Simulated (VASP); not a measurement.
## Sr: single point with PBEsol

Sr:

```
Sr
1.0
    -2.48276    2.48276    2.48276
     2.48276   -2.48276    2.48276
     2.48276    2.48276   -2.48276
Sr
1
Cartesian
  0.0000 0.0000 0.0000
```

* Program: VASP 6.6.1
* Task: single point
* Functional: PBEsol
* Potentials or basis: VASP PAW PBE potentials, release 64 (Sr_sv)
* Cutoff: 520 eV
* k mesh: 7 × 7 × 7
* Occupations: fermi-dirac, width 0.05 eV
* Spin: no spin polarisation
* Dipole correction: no
* Further INCAR settings: ALGO = Normal; EDIFF = 1e-07; NBANDS = 11

The pressure is -1.6 GPa. The band gap on the k mesh is zero (band 5 reaches 1.40 eV, above the bottom of band 6 at 1.23 eV).

Levels at points of the mesh, in eV from the Fermi level:
| k point | band 3 | band 4 | band 5 | band 6 | band 7 | band 8 |
| --- | --- | --- | --- | --- | --- | --- |
| (0.00, 0.00, 0.00) | -18.70 | -18.70 | -3.52 | 2.20 | 2.20 | 2.20 |

It took 4.7 s on 1 thread of Intel(R) Xeon(R) 6975P-C (Granite Rapids), with other jobs on the host, peak memory 0.17 GiB.

Caveat: the PAW data sets were made with another functional, which shifts forces and pressure a little.
